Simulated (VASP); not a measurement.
# Mo (Im-3m) in VASP: notebook

Runs on Mo. Level: PBE. Tasks: single point.

Everything below comes from runs of VASP 6.6.1. Logs are shortened: lines on timing, memory, paths and dates and some standing lists are left out, and cuts for length are marked.

## Step 1: The cell of the first run

Symmetry: Im-3m, No. 229, cubic system. Conventional cell: a = 3.061 Å, b = 3.061 Å, c = 3.061 Å, α = 90.00°, β = 90.00°, γ = 90.00°. Within 3.5 Å of Mo (site symmetry m-3m) lie 14 Mo at 2.65 to 3.06 Å.

## Step 2: Single point, PBE

Input file INCAR:

```
  PREC = Accurate
  ENCUT = 520
  EDIFF = 1E-6
  ISMEAR = -1
  SIGMA = 0.1
  LREAL = False
  LASPH = True
  NELM = 100
  ALGO = Normal
  ISIF = 2
  LWAVE = False
  LCHARG = True
  GGA = PE
  LELF = True
  LVHAR = True
  NBANDS = 13
```

Input file KPOINTS:

```
regular mesh
0
Gamma
  13 13 13
```

Input file POSCAR:

```
Mo
1.0
   -1.5302907109      1.5302907109      1.5302907109
    1.5302907109     -1.5302907109      1.5302907109
    1.5302907109      1.5302907109     -1.5302907109
Mo
1
Direct
    0.0000000000      0.0000000000      0.0000000000
```

Potentials or basis: VASP PAW PBE potentials, release 64 (Mo_sv).

Launch:

```bash
$ cat potpaw_PBE.64/Mo_sv/POTCAR > POTCAR
$ mpirun -np 1 vasp_std > vasp.out
```

OUTCAR:

```text
PREC = Accurate
   ENCUT = 520
   EDIFF = 1E-6
   ISMEAR = -1
   LREAL = False
   LASPH = True
   NELM = 100
   ISIF = 2
   GGA = PE

 ion  position               nearest neighbor table
   1  0.000  0.000  0.000-

  LATTYP: Found a body centered cubic cell.
 ALAT       =     3.0605814218

  Lattice vectors:

 A1 = (  -1.5302907109,   1.5302907109,   1.5302907109)
 A2 = (   1.5302907109,  -1.5302907109,   1.5302907109)
 A3 = (   1.5302907109,   1.5302907109,  -1.5302907109)

Analysis of symmetry for initial positions (statically):
=====================================================================
 Subroutine PRICEL returns:
 Original cell was already a primitive cell.

 Routine SETGRP: Setting up the symmetry group for a
 body centered cubic supercell.

 Subroutine GETGRP returns: Found 48 space group operations
 (whereof 48 operations were pure point group operations)
 out of a pool of 48 trial point group operations.

The static configuration has the point symmetry O_h .

Analysis of symmetry for dynamics (positions and initial velocities):
=====================================================================
 Subroutine PRICEL returns:
 Original cell was already a primitive cell.

 Routine SETGRP: Setting up the symmetry group for a
 body centered cubic supercell.

 Subroutine GETGRP returns: Found 48 space group operations
 (whereof 48 operations were pure point group operations)
 out of a pool of 48 trial point group operations.

The dynamic configuration has the point symmetry O_h .

 Subroutine INISYM returns: Found 48 space group operations
 (whereof 48 operations are pure point group operations),
 and found     1 'primitive' translations

----------------------------------------------------------------------------------------

                                     Primitive cell

  volume of cell :      14.3345

  direct lattice vectors                    reciprocal lattice vectors
    -1.530290711  1.530290711  1.530290711     0.000000000  0.326735304  0.326735304
     1.530290711 -1.530290711  1.530290711     0.326735304  0.000000000  0.326735304
     1.530290711  1.530290711 -1.530290711     0.326735304  0.326735304  0.000000000

  length of vectors
     2.650541262  2.650541262  2.650541262     0.462073498  0.462073498  0.462073498

  position of ions in fractional coordinates (direct lattice)
     0.000000000  0.000000000  0.000000000

  ion indices of the primitive-cell ions
   primitive index   ion index
                 1           1

----------------------------------------------------------------------------------------

 KPOINTS: regular mesh

Automatic generation of k-mesh.
 Grid dimensions read from file:
 generate k-points for:   13   13   13

 Generating k-lattice:

  Cartesian coordinates                     Fractional coordinates (reciprocal lattice)
     0.000000000  0.025133485  0.025133485     0.076923077  0.000000000  0.000000000
     0.025133485  0.000000000  0.025133485     0.000000000  0.076923077  0.000000000
     0.025133485  0.025133485  0.000000000     0.000000000  0.000000000  0.076923077

  Length of vectors
     0.035544115  0.035544115  0.035544115

  Shift w.r.t. Gamma in fractional coordinates (k-lattice)
     0.000000000  0.000000000  0.000000000

 Subroutine IBZKPT returns following result:
 ===========================================

 Found     84 irreducible k-points:

 Following reciprocal coordinates:
            Coordinates               Weight
  0.000000  0.000000  0.000000      1.000000
  0.076923  0.000000  0.000000     12.000000
  0.153846  0.000000  0.000000     12.000000
  0.230769  0.000000  0.000000     12.000000
  0.307692  0.000000  0.000000     12.000000
  0.384615  0.000000  0.000000     12.000000
[... 16 lines left out ...]
  0.153846  0.076923  0.076923     24.000000
  0.230769  0.076923  0.076923     24.000000
 [... further k-points ...]
   k-points           NKPTS =     84   k-points in BZ     NKDIM =     84   number of bands    NBANDS=     13
   number of dos      NEDOS =    301   number of ions     NIONS =      1
   total plane-waves  NPLWV =   8000
   dimension x,y,z NGX =    20 NGY =   20 NGZ =   20
   dimension x,y,z NGXF=    40 NGYF=   40 NGZF=   40
   ions per type =               1
   NGX,Y,Z   is equivalent  to a cutoff of  12.54, 12.54, 12.54 a.u.
   NGXF,Y,Z  is equivalent  to a cutoff of  25.09, 25.09, 25.09 a.u.
 SYSTEM =  unknown system
   PREC   = accura    normal or accurate (medium, high low for compatibility)
   ISTART =      0    job   : 0-new  1-cont  2-samecut
   ICHARG =      2    charge: 1-file 2-atom 10-const
   ISPIN  =      1    spin polarized calculation?
   LNONCOLLINEAR =      F non collinear calculations
   LSORBIT =      F    spin-orbit coupling
   LASPH  =      T    aspherical Exc in radial PAW
   ENCUT  =  520.0 eV  38.22 Ry    6.18 a.u.   4.93  4.93  4.93*2*pi/ulx,y,z
   NELM   =    100;   NELMIN=  2; NELMDL= -5     # of ELM steps
   EDIFF  = 0.1E-05   stopping-criterion for ELM
   LREAL  =      F    real-space projection
[... 7 lines left out ...]
   TEBEG  =    0.0;   TEEND  =   0.0 temperature during run
   PSTRESS=    0.0 pullay stress
   NELECT =      14.0000    total number of electrons
   NUPDOWN=      -1.0000    fix difference up-down
   EMIN   =  10.00;   EMAX   =-10.00  energy-range for DOS
   EFERMI =   0.00;   METHOD = LEGACY
   ISMEAR =    -1;   SIGMA  =   0.10  broadening in eV -4-tet -1-fermi 0-gaus
   EFERMI_NEDOS =   21; number of points for ismear=-14 and -15
   IALGO  =     38    algorithm
   IMIX   =      4    mixing-type and parameters
     AMIX     =   0.40;   BMIX     =  1.00
     AMIX_MAG =   1.60;   BMIX_MAG =  1.00
  volume/ion in A,a.u.               =      14.33        96.73
  Fermi-wavevector in a.u.,A,eV,Ry     =   1.624265  3.069416 35.895394  2.638237
  Thomas-Fermi vector in A             =   2.717580
   LORBIT       =      0    0 simple, 1 ext, 2 COOP (PROOUT), +10 PAW based schemes
   GGA     = PE    functional components
[... 5 lines left out ...]
 non-spin polarized calculation
  energy-cutoff  :      520.00
  volume of cell :       14.33
 maximum number of plane-waves:       398
   NGX =  9   NGY =  9   NGZ =  9

 number of electron      14.0000000 magnetization

 Free energy of the ion-electron system (eV)
  ---------------------------------------------------
  ext. energy  EPLUGINS =         0.00000000
  ---------------------------------------------------
  free energy    TOTEN  =       -10.81729890 eV

  energy without entropy =      -10.79699462  energy(sigma->0) =      -10.80714676

 E-fermi :  14.1489     XC(G=0): -13.8857

 val. band max:       14.1324581544   @ k =  -0.3077   0.3077   0.1538
 cond. band min:      14.1645194778   @ k =  -0.2308   0.3077   0.0769
 fundamental gap:      0.0320613235
 Fermi energy:        14.1488822564

 k-point     1 :       0.0000    0.0000    0.0000
  band No.  band energies     occupation
      1     -47.2703      2.00000
      2     -20.3054      2.00000
      3     -20.3054      2.00000
      4     -20.3054      2.00000
      5       6.5434      2.00000
      6      12.4964      2.00000
      7      12.4964      2.00000
      8      12.4964      2.00000
      9      15.8578      0.00000
     10      15.8578      0.00000
     11      28.9850      0.00000
     12      28.9850      0.00000
     13      28.9850      0.00000

 k-point     2 :       0.0769    0.0000    0.0000
  band No.  band energies     occupation
      1     -47.2494      2.00000
      2     -20.4191      2.00000
      3     -20.3399      2.00000
      4     -20.3065      2.00000
      5       6.8306      2.00000
      6      12.3286      2.00000
      7      12.4654      2.00000
      8      12.7721      2.00000
      9      15.6107      0.00000
     10      15.8605      0.00000
     11      29.2106      0.00000
     12      29.4732      0.00000
     13      29.6065      0.00000

 k-point     3 :       0.1538    0.0000    0.0000
  band No.  band energies     occupation
      1     -47.1915      2.00000
      2     -20.7277      2.00000
      3     -20.4343      2.00000
      4     -20.3096      2.00000
      5       7.5899      2.00000
      6      11.8951      2.00000
      7      12.3274      2.00000
      8      13.5772      1.99344
      9      15.2312      0.00004
     10      15.8915      0.00000
     11      29.6343      0.00000
     12      30.8601      0.00000
     13      30.9160      0.00000

 k-point     4 :       0.2308    0.0000    0.0000
  band No.  band energies     occupation
      1     -47.1086      2.00000
      2     -21.1480      2.00000
      3     -20.5649      2.00000
      4     -20.3141      2.00000
      5       8.4245      2.00000
      6      11.3473      2.00000
      7      12.2789      2.00000
      8      14.8421      0.00195
      9      15.2130      0.00005
     10      15.9956      0.00000
     11      29.4446      0.00000
     12      31.4077      0.00000
     13      32.9668      0.00000

 k-point     5 :       0.3077    0.0000    0.0000
  band No.  band energies     occupation
      1     -47.0194      2.00000
      2     -21.5777      2.00000
      3     -20.7007      2.00000
      4     -20.3189      2.00000
      5       8.6743      2.00000
      6      10.8281      2.00000
      7      13.0249      1.99997
      8      15.5355      0.00000
      9      16.1925      0.00000
     10      16.4309      0.00000
     11      28.3096      0.00000
     12      30.2383      0.00000
     13      35.5851      0.00000
[... 257 lines left out ...]
 k-point    22 :       0.0769    0.0769    0.0769
  band No.  band energies     occupation
      1     -47.1572      2.00000
      2     -20.9333      2.00000
      3     -20.3869      2.00000
      4     -20.3869      2.00000
      5       8.0609      2.00000
      6      11.7311      2.00000
      7      11.7311      2.00000
      8      14.5012      0.05730
      9      15.5863      0.00000
     10      15.5863      0.00000
     11      30.0975      0.00000
     12      31.0917      0.00000
     13      31.0917      0.00000

 k-point    23 :       0.1538    0.0769    0.0769
  band No.  band energies     occupation
      1     -47.0819      2.00000
      2     -21.2827      2.00000
      3     -20.5286      2.00000
      4     -20.3996      2.00000
      5       8.9463      2.00000
      6      11.1888      2.00000
      7      11.4727      2.00000
      8      15.4665      0.00000
      9      15.9276      0.00000
     10      16.0359      0.00000
     11      30.1922      0.00000
     12      31.1709      0.00000
     13      31.7663      0.00000

 k-point    24 :       0.2308    0.0769    0.0769
  band No.  band energies     occupation
      1     -47.0010      2.00000
      2     -21.6164      2.00000
      3     -20.7054      2.00000
      4     -20.4133      2.00000
      5       9.2670      2.00000
      6      10.7285      2.00000
      7      12.0499      2.00000
      8      15.6443      0.00000
      9      16.2313      0.00000
     10      17.8295      0.00000
     11      28.9036      0.00000
     12      30.0172      0.00000
     13      33.7646      0.00000

 [... further k-points ...]
[... 5 lines left out ...]
  --------------------------------------------------------------------------------------
  -------------------------------------------------------------------------------------
  Total        2.7961826      2.7961826      2.7961826      0.0000000      0.0000000      0.0000000
  in kB      312.5318609    312.5318609    312.5318609      0.0000000      0.0000000      0.0000000
  external PRESSURE =     312.5318609 kB  Pullay stress =       0.0000000 kB

 VOLUME and BASIS-vectors are now :
 -----------------------------------------------------------------------------
  energy-cutoff  :      520.00
  volume of cell :       14.33
      direct lattice vectors                 reciprocal lattice vectors
    -1.530290711  1.530290711  1.530290711     0.000000000  0.326735304  0.326735304
     1.530290711 -1.530290711  1.530290711     0.326735304  0.000000000  0.326735304
     1.530290711  1.530290711 -1.530290711     0.326735304  0.326735304  0.000000000

 POSITION                                       TOTAL-FORCE (eV/Angst)
 -----------------------------------------------------------------------------------
      0.00000      0.00000      0.00000        -0.000000      0.000000      0.000000
 -----------------------------------------------------------------------------------
    total drift:                                0.000000      0.000000      0.000000

  FREE ENERGIE OF THE ION-ELECTRON SYSTEM (eV)
  ---------------------------------------------------
  free  energy   TOTEN  =       -10.8172988957 eV

  energy  without entropy=      -10.7969946198  energy(sigma->0) =      -10.80714676
```

Run time: 12 s. Hardware: 1 thread of Intel Xeon 6975P-C, shared host; peak memory 0.13 GiB.

What came out:

| Property | Result |
| --- | --- |
| Free energy | -10.8173 eV |
| Pressure | 31.3 GPa |
| Band gap on the k mesh | zero (band 7 reaches 18.10 eV, above the bottom of band 8 at 12.50 eV) |

Levels at points of the mesh, in eV from the Fermi level:
| k point | band 5 | band 6 | band 7 | band 8 | band 9 | band 10 |
| --- | --- | --- | --- | --- | --- | --- |
| (0.00, 0.00, 0.00) | -7.61 | -1.65 | -1.65 | -1.65 | 1.71 | 1.71 |

(Continued in part 2 of 2.)
